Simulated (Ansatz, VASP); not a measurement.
## One calculation of BaF2, two programs

The input INCAR:

```
SYSTEM = BaF2
PREC = Accurate ; ENCUT = 600
EDIFF = 1E-6 ; ISMEAR = 0
SIGMA = 0.1 ; LREAL = .FALSE.
LASPH = .TRUE. ; NELM = 120
ALGO = Normal ; ISIF = 2
LWAVE = .FALSE. ; LCHARG = .TRUE.
GGA = PE ; LELF = .TRUE.
LVHAR = .TRUE. ; NBANDS = 19
GGA_COMPAT = .FALSE.
```

Contents of KPOINTS:

```
Automatic mesh
0
G
  6 6 6
  0 0 0
```

POSCAR

```
BaF2
1.0
    0.0000000000      2.8753043753      2.8753043753
    2.8753043753      0.0000000000      2.8753043753
    2.8753043753      2.8753043753      0.0000000000
Ba F
1 2
Direct
    0.0000000000      0.0000000000      0.0000000000
    0.2500000000      0.2500000000      0.2500000000
    0.7500000000      0.7500000000      0.7500000000
```

Input for Ansatz:

```yaml
crystal:
  lattice:
    - [0.0, 2.8753043753, 2.8753043753]
    - [2.8753043753, 0.0, 2.8753043753]
    - [2.8753043753, 2.8753043753, 0.0]
  atoms:
    - { symbol: Ba, position: [0.0, 0.0, 0.0] }
    - { symbol: F, position: [0.25, 0.25, 0.25] }
    - { symbol: F, position: [0.75, 0.75, 0.75] }
basis:
  ecutwfc: 420
kpoints:
  mp_grid: { grid: [6, 6, 6] }
hamiltonian:
  xc: pbe
scf:
  occupations: { method: gaussian, width: 0.1 }
output:
  forces: true
  stress: true
  eigenvalues: true
```

Alike in both runs: task single point; functional PBE; k mesh 6 × 6 × 6; occupations gaussian, width 0.1 eV; no spin polarisation.

|  | VASP | Ansatz |
| --- | --- | --- |
| version | VASP 6.6.1 | Ansatz 0.2.0 |
| potentials or method | VASP PAW PBE potentials, release 64 (Ba_sv, F), cutoff 600 eV | scalar-relativistic, plane waves, PAW |
| valence electrons in the cell | 24 | 24 |

Ansatz gave:

* gap on the k mesh at the Fermi level (eV): 7.61
* least direct gap on the mesh (eV): 7.69
* pressure (GPa): 24.1

Which values does VASP return?

gap on the k mesh at the Fermi level (eV): 7.52; least direct gap on the mesh (eV): 7.61; pressure (GPa): 27.0.

Neither program's run includes spin-orbit coupling.
